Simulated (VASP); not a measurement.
# LaP (Fm-3m) in VASP: notebook, part 2 of 2

VASP 6.6.1. The steps go on from the part before.

## 4. Single point, LDA (23.72 Å³/atom)

This run uses another cell than the first one, of 23.72 Å³/atom.

The input, INCAR:

```
  PREC = Accurate
  ENCUT = 520
  EDIFF = 1E-6
  ISMEAR = -1
  SIGMA = 0.05
  LREAL = F
  LASPH = T
  NELM = 100
  ALGO = Normal
  ISIF = 2
  LWAVE = F
  LCHARG = F
  GGA = CA
  NBANDS = 15
```

The input, KPOINTS:

```
regular mesh
0
Gamma
  10 10 10
```

The input, POSCAR:

```
LaP
1.0
    0.0000000000      2.8733016976      2.8733016976
    2.8733016976      0.0000000000      2.8733016976
    2.8733016976      2.8733016976      0.0000000000
La P
1 1
Direct
    0.0000000000      0.0000000000      0.0000000000
    0.5000000000      0.5000000000      0.5000000000
```

Potentials or basis: VASP PAW LDA potentials, release 64 (La, P).

Started as:

```
$ cat potpaw_LDA.64/La/POTCAR potpaw_LDA.64/P/POTCAR > POTCAR
$ mpirun -np 1 vasp_std > vasp.out
```

OUTCAR:

```text
PREC = Accurate
   ENCUT = 520
   EDIFF = 1E-6
   ISMEAR = -1
   LREAL = F
   LASPH = T
   NELM = 100
   ISIF = 2
   GGA = CA

 ion  position               nearest neighbor table
   1  0.000  0.000  0.000-   2 2.87   2 2.87   2 2.87   2 2.87   2 2.87   2 2.87
   2  0.500  0.500  0.500-   1 2.87   1 2.87   1 2.87   1 2.87   1 2.87   1 2.87

  LATTYP: Found a face centered cubic cell.
 ALAT       =     5.7466033952

  Lattice vectors:

 A1 = (   0.0000000000,   2.8733016976,   2.8733016976)
 A2 = (   2.8733016976,   0.0000000000,   2.8733016976)
 A3 = (   2.8733016976,   2.8733016976,   0.0000000000)

Analysis of symmetry for initial positions (statically):
=====================================================================
 Subroutine PRICEL returns:
 Original cell was already a primitive cell.

 Routine SETGRP: Setting up the symmetry group for a
 face centered cubic supercell.

 Subroutine GETGRP returns: Found 48 space group operations
 (whereof 48 operations were pure point group operations)
 out of a pool of 48 trial point group operations.

The static configuration has the point symmetry O_h .

Analysis of symmetry for dynamics (positions and initial velocities):
=====================================================================
 Subroutine PRICEL returns:
 Original cell was already a primitive cell.

 Routine SETGRP: Setting up the symmetry group for a
 face centered cubic supercell.

 Subroutine GETGRP returns: Found 48 space group operations
 (whereof 48 operations were pure point group operations)
 out of a pool of 48 trial point group operations.

The dynamic configuration has the point symmetry O_h .

 Subroutine INISYM returns: Found 48 space group operations
 (whereof 48 operations are pure point group operations),
 and found     1 'primitive' translations

----------------------------------------------------------------------------------------

                                     Primitive cell

  volume of cell :      47.4432
[... 112 lines left out ...]
  Thomas-Fermi vector in A             =   2.276228
   LORBIT       =      0    0 simple, 1 ext, 2 COOP (PROOUT), +10 PAW based schemes
   GGA     = CA    functional components
   LHFCALC =     F    Hartree Fock is set to
   AEXX    =    0.0000 exact exchange contribution
   IVDW    =     0    specifies the selected vdW correction
   LEPSILON=     F    determine dielectric tensor
   LRPA    =     F    only Hartree local field effects (RPA)
 non-spin polarized calculation
  energy-cutoff  :      520.00
  volume of cell :       47.44
 maximum number of plane-waves:      1298
   NGX = 15   NGY = 15   NGZ = 15

 number of electron      16.0000000 magnetization

 Free energy of the ion-electron system (eV)
  ---------------------------------------------------
  ext. energy  EPLUGINS =         0.00000000
  ---------------------------------------------------
  free energy    TOTEN  =       -14.57050956 eV

  energy without entropy =      -14.56783201  energy(sigma->0) =      -14.56917078

 E-fermi :   7.7163     XC(G=0): -10.5399

 val. band max:        7.6859224336   @ k =   0.3000   0.3000   0.0000
 cond. band min:       7.7571287747   @ k =   0.5000   0.5000   0.0000
 fundamental gap:      0.0712063411
 Fermi energy:         7.7163061300

 k-point     1 :       0.0000    0.0000    0.0000
  band No.  band energies     occupation
      1     -23.4559      2.00000
      2      -6.9840      2.00000
      3      -6.9840      2.00000
      4      -6.9840      2.00000
      5      -1.7225      2.00000
      6       7.7958      0.33855
      7       7.7958      0.33855
      8       7.7958      0.33855
      9       9.3609      0.00000
     10       9.3609      0.00000
     11       9.3609      0.00000
     12      10.4390      0.00000
     13      10.4390      0.00000
     14      10.5961      0.00000
[... 401 lines left out ...]
      2      -7.7716      2.00000
      3      -7.2773      2.00000
      4      -7.2418      2.00000
      5      -0.9658      2.00000
      6       5.9814      2.00000
      7       7.0143      2.00000
      8       7.3509      1.99866
      9       8.0527      0.00239
     10      10.9474      0.00000
     11      11.0052      0.00000
     12      11.0658      0.00000
     13      11.0860      0.00000
     14      11.2822      0.00000
     15      11.5123      0.00000

 [... further k-points ...]
[... 5 lines left out ...]
  --------------------------------------------------------------------------------------
  -------------------------------------------------------------------------------------
  Total        2.8713210      2.8713210      2.8713210      0.0000000      0.0000000      0.0000000
  in kB       96.9658123     96.9658123     96.9658123      0.0000000      0.0000000      0.0000000
  external PRESSURE =      96.9658123 kB  Pullay stress =       0.0000000 kB

 VOLUME and BASIS-vectors are now :
 -----------------------------------------------------------------------------
  energy-cutoff  :      520.00
  volume of cell :       47.44
      direct lattice vectors                 reciprocal lattice vectors
     0.000000000  2.873301698  2.873301698    -0.174015837  0.174015837  0.174015837
     2.873301698  0.000000000  2.873301698     0.174015837 -0.174015837  0.174015837
     2.873301698  2.873301698  0.000000000     0.174015837  0.174015837 -0.174015837

 POSITION                                       TOTAL-FORCE (eV/Angst)
 -----------------------------------------------------------------------------------
      0.00000      0.00000      0.00000         0.000000      0.000000      0.000000
      2.87330      2.87330      2.87330        -0.000000     -0.000000     -0.000000
 -----------------------------------------------------------------------------------
    total drift:                               -0.000000      0.000000      0.000000

  FREE ENERGIE OF THE ION-ELECTRON SYSTEM (eV)
  ---------------------------------------------------
  free  energy   TOTEN  =       -14.5705095626 eV

  energy  without entropy=      -14.5678320074  energy(sigma->0) =      -14.56917078
```

OSZICAR:

```text
N       E                     dE             d eps       ncg     rms          rms(c)
DAV:   1     0.118710106128E+03    0.11871E+03   -0.57898E+03  1458   0.145E+03
DAV:   2    -0.162380891313E+01   -0.12033E+03   -0.10784E+03  1773   0.205E+02
DAV:   3    -0.142608484346E+02   -0.12637E+02   -0.11524E+02  2071   0.959E+01
DAV:   4    -0.148740799819E+02   -0.61323E+00   -0.60890E+00  2470   0.170E+01
DAV:   5    -0.149017155121E+02   -0.27636E-01   -0.27629E-01  1963   0.288E+00    0.489E+00
DAV:   6    -0.146002403516E+02    0.30148E+00   -0.96587E-01  2290   0.421E+00    0.327E+00
DAV:   7    -0.145765677615E+02    0.23673E-01   -0.66838E-02  2366   0.145E+00    0.159E+00
DAV:   8    -0.145709784975E+02    0.55893E-02   -0.15025E-02  2419   0.122E+00    0.190E-01
DAV:   9    -0.145706352108E+02    0.34329E-03   -0.88571E-04  2366   0.287E-01    0.139E-01
DAV:  10    -0.145705088053E+02    0.12641E-03   -0.90059E-04  2409   0.307E-01    0.312E-02
DAV:  11    -0.145705163320E+02   -0.75266E-05   -0.15243E-04  2380   0.113E-01    0.186E-02
DAV:  12    -0.145705098152E+02    0.65168E-05   -0.57985E-05  2363   0.620E-02    0.412E-03
DAV:  13    -0.145705095626E+02    0.25255E-06   -0.29328E-06  1971   0.155E-02
   1 F= -.14570510E+02 E0= -.14569171E+02  d E =-.267756E-02
```

Run time: 21 s. Hardware: 1 thread of Intel Xeon Platinum 8488C (Sapphire Rapids), shared host; peak memory 0.18 GiB.

Results:

```yaml
Free_energy: -14.5705 eV
Pressure: 9.7 GPa
Band_gap_on_the_k_mesh: zero (bands 8 and 9 overlap by 0.12 eV)
```

Levels at points of the mesh, in eV from the Fermi level:
| k point | band 4 | band 5 | band 6 | band 7 | band 8 | band 9 | band 10 | band 11 | band 12 | band 13 |
| --- | --- | --- | --- | --- | --- | --- | --- | --- | --- | --- |
| (0.00, 0.00, 0.00) | -14.70 | -9.44 | 0.08 | 0.08 | 0.08 | 1.64 | 1.64 | 1.64 | 2.72 | 2.72 |
| (0.50, 0.00, 0.00) | -14.78 | -7.31 | -3.44 | -2.01 | -2.01 | 2.68 | 3.08 | 3.08 | 3.49 | 3.49 |
| (0.50, 0.50, 0.00) | -15.04 | -9.14 | -0.56 | -0.52 | 0.04 | 0.04 | 3.30 | 3.34 | 3.45 | 3.45 |

Caveat: the cell stands under pressure; spin-orbit coupling is left out, which moves the levels of the heavy elements.
